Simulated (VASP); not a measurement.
A run of VASP 6.6.1 is set up as follows.

Contents of INCAR:

```
PREC = Accurate
ENCUT = 520
EDIFF = 1E-7
ISMEAR = 0
SIGMA = 0.1
LREAL = False
LASPH = True
NELM = 60
ALGO = Fast
ISIF = 2
LWAVE = False
LCHARG = False
GGA = PE
NBANDS = 30
```

KPOINTS

```
Automatic mesh
0
Gamma
  10 10 10
```

The input POSCAR:

```
Cd3F
1.0
    4.3668027092      0.0000000000      0.0000000000
    0.0000000000      4.3668027092      0.0000000000
    0.0000000000      0.0000000000      4.3668027092
Cd F
3 1
Direct
    0.0000000000      0.5000000000      0.5000000000
    0.5000000000      0.0000000000      0.5000000000
    0.5000000000      0.5000000000      0.0000000000
    0.0000000000      0.0000000000      0.0000000000
```

Potentials or basis: VASP PAW PBE potentials, release 64 (Cd, F).

Run with:

```console
$ cat potpaw_PBE.64/Cd/POTCAR potpaw_PBE.64/F/POTCAR > POTCAR
$ mpirun -np 1 vasp_std > vasp.out
```

Problem. Estimate the pressure.

Solution. 0.2 GPa.

Problem. Predict the band gap on the k mesh.

Solution. Zero (an odd number of electrons rules out a gap without spin polarisation).

Caveat: an odd number of electrons without spin polarisation forces a metal; a magnetic or distorted state may lie lower.
